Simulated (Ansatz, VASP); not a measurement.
## Two plane-wave programs on Cu

File INCAR:

```
SYSTEM = Cu
PREC = Accurate ; ENCUT = 520
EDIFF = 1E-6 ; ISMEAR = 0
SIGMA = 0.15 ; LREAL = .FALSE.
LASPH = .TRUE. ; NELM = 80
ALGO = Fast ; ISIF = 2
LWAVE = .FALSE. ; LCHARG = .FALSE.
GGA = PS ; NBANDS = 12
```

The input KPOINTS:

```
regular mesh
0
G
  22 22 22
  0 0 0
```

POSCAR

```
Cu
1.0
    0.0000000000      1.8798000000      1.8075000000
    1.8798000000      0.0000000000      1.8075000000
    1.8798000000      1.8798000000      0.0000000000
Cu
1
Direct
    0.0000000000      0.0000000000      0.0000000000
```

Input for Ansatz:

```yaml
crystal:
  lattice:
    - [0.0, 1.8798, 1.8075]
    - [1.8798, 0.0, 1.8075]
    - [1.8798, 1.8798, 0.0]
  atoms:
    - { symbol: Cu, position: [0.0, 0.0, 0.0] }
basis:
  ecutwfc: 420
kpoints:
  mp_grid: { grid: [22, 22, 22] }
hamiltonian:
  xc: pbesol
scf:
  occupations: { method: gaussian, width: 0.15 }
output:
  forces: true
  stress: true
  eigenvalues: true
  write_density: true
  write_potential: true
  elf: true
  volumetric_format: npy
```

Change from the starting cell: strain +0.040 along x and y, +0.000 along z, atoms carried along.

Alike in both runs: task single point; functional PBEsol; k mesh 22 × 22 × 22; occupations gaussian, width 0.15 eV; no spin polarisation.

|  | VASP | Ansatz |
| --- | --- | --- |
| version | VASP 6.6.1 | Ansatz 0.2.0 |
| potentials or method | VASP PAW PBE potentials, release 64 (Cu), cutoff 520 eV | scalar-relativistic, plane waves, PAW |
| valence electrons in the cell | 11 | 19 |

VASP gave:

| Item | Value |
| --- | --- |
| gap on the k mesh at the Fermi level (eV) | none |
| pressure (GPa) | -14.2 |
| traceless stress, the component that is largest in VASP (GPa) | 1.08 |

Q: Which values does Ansatz return?

A: gap on the k mesh at the Fermi level (eV): none; pressure (GPa): -15.0; traceless stress, the component that is largest in VASP (GPa): 1.09.

VASP's potentials were made for PBE, not for PBEsol. A gap of «none» marks a metal or a gap that the smearing closes. With one functional, cell and mesh, what is left measures potentials, basis and numerics. VASP's potentials hold 11 valence electrons a cell and Ansatz's 19, so a difference there can come from the potentials and not from the codes.
